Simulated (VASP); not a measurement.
# IrO2 (P4_2/mnm) in VASP: notebook

IrO2 is run at these levels: PBE; tasks: relaxation of shape and atoms at fixed volume, single point, relaxation of cell and atoms.

Program: VASP 6.6.1. These are calculated values, not measurements. Logs are shortened: lines on timing, memory, paths and dates and some standing lists are left out, and cuts for length are marked.

## (1) The cell of the first run

The structure is tetragonal, space group P4_2/mnm (No. 136). Conventional cell: a = 4.483 Å, b = 4.483 Å, c = 3.148 Å, α = 90.00°, β = 90.00°, γ = 90.00°. Ir (site symmetry mmm) has 6 O at 1.96 to 1.99 Å within 2.6 Å. Within 2.6 Å of O (site symmetry m2m) lie 3 Ir at 1.96 to 1.99 Å and 1 O at 2.43 Å.

## (2) Relaxation of shape and atoms at fixed volume, PBE (10.54 Å³/atom)

Contents of INCAR:

```
  PREC = Accurate
  ENCUT = 600
  EDIFF = 1E-7
  ISMEAR = 0
  SIGMA = 0.1
  LREAL = F
  LASPH = T
  NELM = 120
  ALGO = Normal
  ISIF = 4
  LWAVE = F
  LCHARG = F
  GGA = PE
  IBRION = 2
  NSW = 50
  EDIFFG = -0.01
  GGA_COMPAT = F
  NELMIN = 4
```

Contents of KPOINTS:

```
Automatic mesh
0
Gamma
  8 8 12
```

Contents of POSCAR:

```
IrO2
1.0
    4.4830710391      0.0000000000      0.0000000000
    0.0000000000      4.4830710391      0.0000000000
    0.0000000000      0.0000000000      3.1477143287
Ir O
2 4
Direct
    0.0000000000      0.0000000000      0.0000000000
    0.5000000000      0.5000000000      0.5000000000
    0.3084157491      0.3084157491      0.0000000000
    0.1915842509      0.8084157491      0.5000000000
    0.6915842509      0.6915842509      0.0000000000
    0.8084157491      0.1915842509      0.5000000000
```

Potentials or basis: VASP PAW PBE potentials, release 64 (Ir, O).

Launch:

```sh
cat potpaw_PBE.64/Ir/POTCAR potpaw_PBE.64/O/POTCAR > POTCAR
mpirun -np 1 vasp_std > vasp.out
```

OUTCAR:

```text
PREC = Accurate
   ENCUT = 600
   EDIFF = 1E-7
   ISMEAR = 0
   LREAL = F
   LASPH = T
   NELM = 120
   ISIF = 4
   GGA = PE
   IBRION = 2
   NSW = 50
   EDIFFG = -0.01
   NELMIN = 4

 ion  position               nearest neighbor table
   1  0.000  0.000  0.000-   3 1.96   5 1.96   4 1.99   6 1.99   4 1.99   6 1.99
   2  0.500  0.500  0.500-   4 1.96   6 1.96   5 1.99   3 1.99   3 1.99   5 1.99
   3  0.308  0.308  0.000-   1 1.96   2 1.99   2 1.99
   4  0.192  0.808  0.500-   2 1.96   1 1.99   1 1.99
   5  0.692  0.692  0.000-   1 1.96   2 1.99   2 1.99
   6  0.808  0.192  0.500-   2 1.96   1 1.99   1 1.99

  LATTYP: Found a simple tetragonal cell.
 ALAT       =     4.4830710391
 C/A-ratio  =     0.7021334931

  Lattice vectors:

 A1 = (   4.4830710391,   0.0000000000,   0.0000000000)
 A2 = (   0.0000000000,   4.4830710391,   0.0000000000)
 A3 = (   0.0000000000,   0.0000000000,   3.1477143287)

Analysis of symmetry for initial positions (statically):
=====================================================================
 Subroutine PRICEL returns:
 Original cell was already a primitive cell.

 Routine SETGRP: Setting up the symmetry group for a
 simple tetragonal supercell.

 Subroutine GETGRP returns: Found 16 space group operations
 (whereof  8 operations were pure point group operations)
 out of a pool of 16 trial point group operations.

The static configuration has the point symmetry D_2h.
 The point group associated with its full space group is D_4h.

Analysis of symmetry for dynamics (positions and initial velocities):
=====================================================================
 Subroutine PRICEL returns:
 Original cell was already a primitive cell.

 Routine SETGRP: Setting up the symmetry group for a
 simple tetragonal supercell.

 Subroutine GETGRP returns: Found 16 space group operations
 (whereof  8 operations were pure point group operations)
 out of a pool of 16 trial point group operations.

The dynamic configuration has the point symmetry D_2h.
 The point group associated with its full space group is D_4h.

 Subroutine INISYM returns: Found 16 space group operations
 (whereof  8 operations are pure point group operations),
 and found     1 'primitive' translations

----------------------------------------------------------------------------------------

                                     Primitive cell

  volume of cell :      63.2625

  direct lattice vectors                    reciprocal lattice vectors
     4.483071039  0.000000000  0.000000000     0.223061377  0.000000000  0.000000000
     0.000000000  4.483071039  0.000000000     0.000000000  0.223061377  0.000000000
     0.000000000  0.000000000  3.147714329     0.000000000  0.000000000  0.317690837

  length of vectors
     4.483071039  4.483071039  3.147714329     0.223061377  0.223061377  0.317690837

  position of ions in fractional coordinates (direct lattice)
     0.000000000  0.000000000  0.000000000
     0.500000000  0.500000000  0.500000000
     0.308415749  0.308415749  0.000000000
     0.191584251  0.808415749  0.500000000
     0.691584251  0.691584251  0.000000000
     0.808415749  0.191584251  0.500000000

  ion indices of the primitive-cell ions
   primitive index   ion index
                 1           1
                 2           2
                 3           3
                 4           4
                 5           5
                 6           6

----------------------------------------------------------------------------------------

 KPOINTS: Automatic mesh

Automatic generation of k-mesh.
 Grid dimensions read from file:
 generate k-points for:    8    8   12

 Generating k-lattice:

  Cartesian coordinates                     Fractional coordinates (reciprocal lattice)
     0.027882672  0.000000000  0.000000000     0.125000000  0.000000000  0.000000000
     0.000000000  0.027882672  0.000000000     0.000000000  0.125000000  0.000000000
     0.000000000  0.000000000  0.026474236     0.000000000  0.000000000  0.083333333

  Length of vectors
     0.027882672  0.027882672  0.026474236

  Shift w.r.t. Gamma in fractional coordinates (k-lattice)
     0.000000000  0.000000000  0.000000000

 Subroutine IBZKPT returns following result:
 ===========================================

 Found    105 irreducible k-points:

 Following reciprocal coordinates:
            Coordinates               Weight
  0.000000  0.000000  0.000000      1.000000
  0.125000  0.000000  0.000000      4.000000
  0.250000  0.000000  0.000000      4.000000
  0.375000  0.000000  0.000000      4.000000
  0.500000  0.000000  0.000000      2.000000
  0.125000  0.125000  0.000000      4.000000
[... 16 lines left out ...]
  0.375000  0.125000  0.083333     16.000000
  0.500000  0.125000  0.083333      8.000000
 [... further k-points ...]
   k-points           NKPTS =    105   k-points in BZ     NKDIM =    105   number of bands    NBANDS=     25
   number of dos      NEDOS =    301   number of ions     NIONS =      6
   total plane-waves  NPLWV =  36288
   dimension x,y,z NGX =    36 NGY =   36 NGZ =   28
   dimension x,y,z NGXF=    72 NGYF=   72 NGZF=   56
   ions per type =               2   4
   NGX,Y,Z   is equivalent  to a cutoff of  13.35, 13.35, 14.79 a.u.
   NGXF,Y,Z  is equivalent  to a cutoff of  26.70, 26.70, 29.58 a.u.
 SYSTEM =  unknown system
   PREC   = accura    normal or accurate (medium, high low for compatibility)
   ISTART =      0    job   : 0-new  1-cont  2-samecut
   ICHARG =      2    charge: 1-file 2-atom 10-const
   ISPIN  =      1    spin polarized calculation?
   LNONCOLLINEAR =      F non collinear calculations
   LSORBIT =      F    spin-orbit coupling
   LASPH  =      T    aspherical Exc in radial PAW
   ENCUT  =  600.0 eV  44.10 Ry    6.64 a.u.   8.95  8.95  6.29*2*pi/ulx,y,z
   NELM   =    120;   NELMIN=  4; NELMDL= -5     # of ELM steps
   EDIFF  = 0.1E-06   stopping-criterion for ELM
   LREAL  =      F    real-space projection
   EDIFFG = -.1E-01   stopping-criterion for IOM
   NSW    =     50    number of steps for IOM
   IBRION =      2    ionic relax: 0-MD 1-quasi-New 2-CG
   NFREE  =      1    steps in history (QN), initial steepest desc. (CG)
   ISIF   =      4    stress and relaxation
   ISYM   =      2    0-nonsym 1-usesym 2-fastsym
   POTIM  = 0.5000    time-step for ionic-motion
   TEBEG  =    0.0;   TEEND  =   0.0 temperature during run
   PSTRESS=    0.0 pullay stress
   NELECT =      42.0000    total number of electrons
   NUPDOWN=      -1.0000    fix difference up-down
   EMIN   =  10.00;   EMAX   =-10.00  energy-range for DOS
   EFERMI =   0.00;   METHOD = LEGACY
   ISMEAR =     0;   SIGMA  =   0.10  broadening in eV -4-tet -1-fermi 0-gaus
   EFERMI_NEDOS =   21; number of points for ismear=-14 and -15
   IALGO  =     38    algorithm
   IMIX   =      4    mixing-type and parameters
     AMIX     =   0.40;   BMIX     =  1.00
     AMIX_MAG =   1.60;   BMIX_MAG =  1.00
  volume/ion in A,a.u.               =      10.54        71.15
  Fermi-wavevector in a.u.,A,eV,Ry     =   1.428156  2.698824 27.750857  2.039630
  Thomas-Fermi vector in A             =   2.548248
   LORBIT       =      0    0 simple, 1 ext, 2 COOP (PROOUT), +10 PAW based schemes
   GGA     = PE    functional components
   LHFCALC =     F    Hartree Fock is set to
   AEXX    =    0.0000 exact exchange contribution
   IVDW    =     0    specifies the selected vdW correction
   LEPSILON=     F    determine dielectric tensor
   LRPA    =     F    only Hartree local field effects (RPA)
 conjugate gradient relaxation of ions
 non-spin polarized calculation
 Gauss-broadening in eV      SIGMA  =   0.10
  energy-cutoff  :      600.00
  volume of cell :       63.26
 maximum number of plane-waves:      2144
 NGX is ok and might be reduce to    36
   NGX = 17   NGY = 17   NGZ = 13

--------------------------------------- Ionic step        1  -------------------------------------------

 number of electron      41.9999992 magnetization

 Free energy of the ion-electron system (eV)
  ---------------------------------------------------
  ext. energy  EPLUGINS =         0.00000000
  ---------------------------------------------------
  free energy    TOTEN  =       -42.19300701 eV

  energy without entropy =      -42.18070250  energy(sigma->0) =      -42.18685476

------------------------ aborting loop because EDIFF is reached ----------------------------------------

  FORCE on cell =-STRESS in cart. coord.  units (eV):
  Direction    XX          YY          ZZ          XY          YZ          ZX
  --------------------------------------------------------------------------------------
  -------------------------------------------------------------------------------------
  Total        4.0441426      4.0441426      5.5893378      0.0000000      0.0000000      0.0000000
  in kB      102.4213492    102.4213492    141.5547299      0.0000000      0.0000000      0.0000000
  external PRESSURE =     115.4658095 kB  Pullay stress =       0.0000000 kB
[... 145 lines left out ...]
  energy  without entropy=      -42.1853930395  energy(sigma->0) =      -42.19154908

--------------------------------------- Ionic step        5  -------------------------------------------

 number of electron      41.9999992 magnetization

 Free energy of the ion-electron system (eV)
  ---------------------------------------------------
  ext. energy  EPLUGINS =         0.00000000
  ---------------------------------------------------
  free energy    TOTEN  =       -42.19771520 eV

  energy without entropy =      -42.18539993  energy(sigma->0) =      -42.19155756

 E-fermi :   6.3711     XC(G=0): -12.0791

 val. band max:        6.3625986386   @ k =   0.3750   0.3750   0.1667
 cond. band min:       6.3806281367   @ k =   0.2500   0.0000   0.3333
 fundamental gap:      0.0180294981
 Fermi energy:         6.3710580137

 k-point     1 :       0.0000    0.0000    0.0000
  band No.  band energies     occupation
      1     -14.9832      2.00000
      2     -13.7638      2.00000
      3     -12.6319      2.00000
      4     -12.6319      2.00000
      5      -3.5828      2.00000
      6      -3.3611      2.00000
[... 661 lines left out ...]
     24       9.6881      0.00000
     25      10.0965      0.00000

 [... further k-points ...]

------------------------ aborting loop because EDIFF is reached ----------------------------------------

  FORCE on cell =-STRESS in cart. coord.  units (eV):
  Direction    XX          YY          ZZ          XY          YZ          ZX
  --------------------------------------------------------------------------------------
  -------------------------------------------------------------------------------------
  Total        4.3130326      4.3130326      4.3085695      0.0000000      0.0000000      0.0000000
  in kB      109.2312168    109.2312168    109.1181844      0.0000000      0.0000000      0.0000000
  external PRESSURE =     109.1935393 kB  Pullay stress =       0.0000000 kB
[... 21 lines left out ...]
  FREE ENERGIE OF THE ION-ELECTRON SYSTEM (eV)
  ---------------------------------------------------
  free  energy   TOTEN  =       -42.1977151996 eV

  energy  without entropy=      -42.1853999278  energy(sigma->0) =      -42.19155756

 reached required accuracy - stopping structural energy minimisation
```

It took 3.9 min on 1 thread of Intel Xeon Platinum 8559C (Emerald Rapids), shared host; peak memory 0.31 GiB.

Results:

| Item | Value |
| --- | --- |
| Free energy | -42.1977 eV |
| Energy gained by relaxing | 0.8 meV/atom |
| Ionic steps | 5 |
| Pressure after relaxing | 10.9 GPa |
| Band gap on the k mesh | zero (bands 21 and 22 overlap by 1.37 eV) |

The path:
```csv
step,energy change (eV),largest force (eV/Å),pressure (GPa),volume (Å³)
1,0.0000,0.0571,11.55,63.26
2,-0.0006,0.2594,10.71,63.26
3,-0.0035,0.1086,11.09,63.26
4,-0.0047,0.0103,10.93,63.26
5,-0.0047,0.0006,10.92,63.26
```

Final structure:
```
Ir O
1.0
     4.46836    0.00000    0.00000
     0.00000    4.46836    0.00000
     0.00000    0.00000    3.16847
Ir O
2 4
Cartesian
  0.0000 0.0000 0.0000
  2.2342 2.2342 1.5842
  1.3804 1.3804 0.0000
  0.8537 3.6146 1.5842
  3.0879 3.0879 0.0000
  3.6146 0.8537 1.5842
```

Levels at points of the mesh, in eV from the Fermi level:
| k point | band 17 | band 18 | band 19 | band 20 | band 21 | band 22 | band 23 | band 24 | band 25 |
| --- | --- | --- | --- | --- | --- | --- | --- | --- | --- |
| (0.00, 0.00, 0.00) | -2.48 | -2.48 | -2.41 | -2.32 | -2.20 | 0.83 | 1.26 | 4.23 | 4.32 |
| (0.50, 0.00, 0.00) | -1.64 | -1.64 | -1.32 | -1.32 | -0.31 | -0.31 | 3.63 | 3.63 | 3.72 |
| (0.50, 0.50, 0.00) | -2.51 | -2.51 | -2.44 | -2.44 | 0.19 | 0.19 | 2.60 | 2.60 | 4.22 |
| (0.00, 0.00, 0.50) | -1.99 | -1.99 | -0.68 | -0.68 | 0.27 | 0.27 | 2.26 | 2.26 | 2.86 |
| (0.50, 0.00, 0.50) | -2.80 | -2.80 | -1.86 | -1.86 | 0.55 | 0.55 | 1.15 | 1.15 | 4.63 |
| (0.50, 0.50, 0.50) | -1.90 | -1.90 | -1.23 | -1.23 | -0.49 | -0.49 | 2.21 | 2.21 | 3.31 |

Caveat: spin-orbit coupling is left out, which moves the levels of the heavy elements.

## (3) Relaxation of shape and atoms at fixed volume, PBE (11.20 Å³/atom)

This run uses another cell than the first one, of 11.20 Å³/atom.

Contents of INCAR:

```
SYSTEM = IrO2
ALGO = Normal
EDIFF = 1E-7
EDIFFG = -0.01
ENCUT = 600
GGA = PE
GGA_COMPAT = .FALSE.
IBRION = 2
ISIF = 4
ISMEAR = 0
LASPH = .TRUE.
LCHARG = .FALSE.
LREAL = .FALSE.
LWAVE = .FALSE.
NELM = 120
NELMIN = 4
NSW = 50
PREC = Accurate
SIGMA = 0.1
```

Contents of KPOINTS:

```
k-points
0
G
  8 8 12
  0 0 0
```

Edit POSCAR of step 2 so:

```diff
@@ -2,5 +2,5 @@
 1.0
-    4.4830710391      0.0000000000      0.0000000000
-    0.0000000000      4.4830710391      0.0000000000
-    0.0000000000      0.0000000000      3.1477143287
+    4.5736625382      0.0000000000      0.0000000000
+    0.0000000000      4.5736625382      0.0000000000
+    0.0000000000      0.0000000000      3.2113216545
 Ir O
```

Potentials or basis: VASP PAW PBE potentials, release 64 (Ir, O).

Launch:

```sh
cat potpaw_PBE.64/Ir/POTCAR potpaw_PBE.64/O/POTCAR > POTCAR
mpirun -np 1 vasp_std > vasp.out
```

OUTCAR:

```text
SYSTEM = IrO2
   EDIFF = 1E-7
   EDIFFG = -0.01
   ENCUT = 600
   GGA = PE
   IBRION = 2
   ISIF = 4
   ISMEAR = 0
   LASPH = .TRUE.
   LREAL = .FALSE.
   NELM = 120
   NELMIN = 4
   NSW = 50
   PREC = Accurate

 ion  position               nearest neighbor table
   1  0.000  0.000  0.000-   3 1.99   5 1.99   4 2.03   6 2.03   4 2.03   6 2.03
   2  0.500  0.500  0.500-   4 1.99   6 1.99   5 2.03   3 2.03   3 2.03   5 2.03
   3  0.308  0.308  0.000-   1 1.99   2 2.03   2 2.03
   4  0.192  0.808  0.500-   2 1.99   1 2.03   1 2.03
   5  0.692  0.692  0.000-   1 1.99   2 2.03   2 2.03
   6  0.808  0.192  0.500-   2 1.99   1 2.03   1 2.03

  LATTYP: Found a simple tetragonal cell.
 ALAT       =     4.5736625382
 C/A-ratio  =     0.7021334932

  Lattice vectors:
[... 315 lines left out ...]
  ext. energy  EPLUGINS =         0.00000000
  ---------------------------------------------------
  free energy    TOTEN  =       -42.26168487 eV

  energy without entropy =      -42.24781940  energy(sigma->0) =      -42.25475214

 E-fermi :   5.4964     XC(G=0): -11.7306

 val. band max:        5.4952972311   @ k =   0.2500   0.0000   0.3333
 cond. band min:       5.4979867789   @ k =   0.3750   0.3750   0.1667
 fundamental gap:      0.0026895478
 Fermi energy:         5.4964410496

 k-point     1 :       0.0000    0.0000    0.0000
  band No.  band energies     occupation
      1     -15.2381      2.00000
      2     -14.1136      2.00000
      3     -13.1844      2.00000
      4     -13.1844      2.00000
      5      -3.8358      2.00000
      6      -3.5682      2.00000
[... 661 lines left out ...]
     24       8.4766      0.00000
     25       8.9144      0.00000

 [... further k-points ...]

------------------------ aborting loop because EDIFF is reached ----------------------------------------

  FORCE on cell =-STRESS in cart. coord.  units (eV):
  Direction    XX          YY          ZZ          XY          YZ          ZX
  --------------------------------------------------------------------------------------
  -------------------------------------------------------------------------------------
  Total       -2.3285471     -2.3285471     -2.3434382     -0.0000000      0.0000000      0.0000000
  in kB      -55.5371463    -55.5371463    -55.8923083     -0.0000000      0.0000000      0.0000000
  external PRESSURE =     -55.6555336 kB  Pullay stress =       0.0000000 kB
[... 21 lines left out ...]
  FREE ENERGIE OF THE ION-ELECTRON SYSTEM (eV)
  ---------------------------------------------------
  free  energy   TOTEN  =       -42.2616848734 eV

  energy  without entropy=      -42.2478194027  energy(sigma->0) =      -42.25475214

 reached required accuracy - stopping structural energy minimisation
```

OSZICAR:

```text
N       E                     dE             d eps       ncg     rms          rms(c)
DAV:   1     0.517039011234E+03    0.51704E+03   -0.23234E+04  5250   0.186E+03
DAV:   2     0.191313065649E+02   -0.49791E+03   -0.48811E+03  5347   0.496E+02
DAV:   3    -0.472332284573E+02   -0.66365E+02   -0.64739E+02  7979   0.172E+02
DAV:   4    -0.502503418526E+02   -0.30171E+01   -0.29413E+01  6384   0.348E+01
[... 31 lines left out ...]
DAV:   1    -0.422616973116E+02   -0.15407E-03   -0.45011E-02  5254   0.166E+00    0.832E-02
DAV:   2    -0.422617080762E+02   -0.10765E-04   -0.90907E-04  6998   0.272E-01    0.452E-02
DAV:   3    -0.422616878471E+02    0.20229E-04   -0.29719E-05  6918   0.416E-02    0.202E-02
DAV:   4    -0.422616849702E+02    0.28768E-05   -0.58176E-06  7713   0.205E-02    0.608E-03
DAV:   5    -0.422616848734E+02    0.96837E-07   -0.57839E-07  5848   0.884E-03
   4 F= -.42261685E+02 E0= -.42254752E+02  d E =-.141652E-03
```

Wall time 4.4 min (1 thread of Intel Xeon Platinum 8559C (Emerald Rapids), shared host); peak memory 0.33 GiB.

What came out:

```
Free energy                  : -42.2617 eV
Energy gained by relaxing    : 0.2 meV/atom
Ionic steps                  : 4
Pressure after relaxing      : -5.6 GPa
Largest force after relaxing : 0.008 eV/Å
Band gap on the k mesh       : zero (bands 21 and 22 overlap by 1.23 eV)
```

Forces on the atoms (eV/Å):
```
Ir   0.000  0.000  0.000
Ir   0.000  0.000  0.000
O   -0.005 -0.005  0.000
O    0.005 -0.005  0.000
O    0.005  0.005  0.000
O   -0.005  0.005  0.000
```

Step by step:
```csv
step,energy change (eV),largest force (eV/Å),pressure (GPa),volume (Å³)
1,0.0000,0.0423,-5.82,67.18
2,-0.0005,0.0874,-5.43,67.18
3,-0.0010,0.0345,-5.60,67.18
4,-0.0012,0.0075,-5.57,67.18
```

Final structure:
```
Ir O
1.0
     4.58056    0.00000    0.00000
     0.00000    4.58056    0.00000
     0.00000    0.00000    3.20165
Ir O
2 4
Direct
  0.00000 0.00000 0.00000
  0.50000 0.50000 0.50000
  0.30839 0.30839 0.00000
  0.19161 0.80839 0.50000
  0.69161 0.69161 0.00000
  0.80839 0.19161 0.50000
```

Levels at points of the mesh, in eV from the Fermi level:
```csv
k point,band 19,band 20,band 21,band 22,band 23,band 24
"(0.00, 0.00, 0.00)",-2.26,-2.10,-2.08,0.54,1.13,3.91
"(0.50, 0.00, 0.00)",-1.25,-1.25,-0.28,-0.28,3.31,3.31
"(0.50, 0.50, 0.00)",-2.25,-2.25,0.19,0.19,2.19,2.19
"(0.00, 0.00, 0.50)",-0.68,-0.68,0.24,0.24,2.11,2.11
"(0.50, 0.00, 0.50)",-1.68,-1.68,0.48,0.48,0.93,0.93
"(0.50, 0.50, 0.50)",-1.14,-1.14,-0.44,-0.44,2.07,2.07
```

Caveat: spin-orbit coupling is left out, which moves the levels of the heavy elements.

[end of part 1 of 2]
